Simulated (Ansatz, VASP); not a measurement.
One calculation of GaP, two programs

```
Ga P
1.0
     2.69207    2.69207    0.00000
    -2.69207    2.69207    0.00000
     0.00000    2.69207    2.74331
Ga P
1 1
Direct
  0.00000 0.00000 0.00000
  0.75000 0.25000 0.50000
```

Change from the starting cell: film at in-plane strain -0.01.

Alike in both runs: task single point; functional PBEsol; k mesh 8 × 8 × 8; non-collinear spin, spin-orbit coupling.

|  | VASP | Ansatz |
| --- | --- | --- |
| version | VASP 6.6.1 | Ansatz 0.2.0 |
| potentials or method | VASP PAW PBE potentials, release 64 (Ga_d, P), cutoff 520 eV | all-electron LAPW |
| occupations | gaussian, width 0.01 eV | fixed |

Ansatz gave:

```
pressure (GPa)                                                : 0.9
traceless stress, the component that is largest in VASP (GPa) : -0.97
net moment per atom (μB)                                      : 0.00
```

**Question.** Which values does VASP return?

**Answer.** Pressure (GPa): 0.8; traceless stress, the component that is largest in VASP (GPa): -0.98; net moment per atom (μB): 0.00.

VASP's potentials were made for PBE, not for PBEsol. Ansatz ran all-electron here, and VASP with PAW potentials.
